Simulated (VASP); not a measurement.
Ba2SnF6:

```
Ba Sn F
1.0
     0.00000    4.25434    4.25434
     4.25434    0.00000    4.25434
     4.25434    4.25434    0.00000
Ba Sn F
2 1 6
Direct
  0.25000 0.25000 0.25000
  0.75000 0.75000 0.75000
  0.00000 0.00000 0.00000
  0.76500 0.23500 0.23500
  0.23500 0.76500 0.23500
  0.23500 0.76500 0.76500
  0.76500 0.23500 0.76500
  0.23500 0.23500 0.76500
  0.76500 0.76500 0.23500
```

- Program: VASP 6.6.1
- Task: relaxation of cell and atoms
- Functional: PBE
- Potentials or basis: VASP PAW PBE potentials, release 64 (Ba_sv, Sn_d, F)
- Cutoff: 600 eV
- k mesh: 4 × 4 × 4
- Occupations: gaussian, width 0.1 eV
- Spin: no spin polarisation

At the start: pressure 18.4 GPa; volume 17.11 Å³/atom.

**Question.** How do energy, volume and symmetry change on relaxing?

**Answer.** Over 11 steps the energy falls by 354.5 meV/atom and the volume is 18.46 Å³/atom (+7.9 %); space group Fm-3m (No. 225, to 0.05 Å).

Step by step:
| step | energy change (eV) | largest force (eV/Å) | pressure (GPa) | volume (Å³) |
| --- | --- | --- | --- | --- |
| 1 | 0.0000 | 3.9316 | 18.35 | 154.00 |
| 2 | -2.4026 | 0.6442 | -6.57 | 201.95 |
| 3 | -2.9389 | 0.3761 | -2.07 | 185.20 |
| 4 | -2.9410 | 0.4426 | -1.76 | 184.35 |
| 5 | -2.9406 | 0.4936 | -1.52 | 183.70 |
| 6 | -3.0402 | 0.4010 | -1.19 | 179.23 |
| 7 | -3.1883 | 0.0954 | 0.23 | 166.24 |
| 8 | -3.1891 | 0.0633 | 0.40 | 165.09 |
| 9 | -3.1891 | 0.0734 | 0.34 | 165.45 |
| 10 | -3.1896 | 0.0496 | -0.31 | 166.72 |
| 11 | -3.1906 | 0.0048 | -0.02 | 166.15 |

Final structure:
```
Ba Sn F
1.0
     0.00000    4.36336    4.36336
     4.36336    0.00000    4.36336
     4.36336    4.36336    0.00000
Ba Sn F
2 1 6
Direct
  0.25000 0.25000 0.25000
  0.75000 0.75000 0.75000
  0.00000 0.00000 0.00000
  0.73887 0.26113 0.26113
  0.26113 0.73887 0.26113
  0.26113 0.73887 0.73887
  0.73887 0.26113 0.73887
  0.26113 0.26113 0.73887
  0.73887 0.73887 0.26113
```
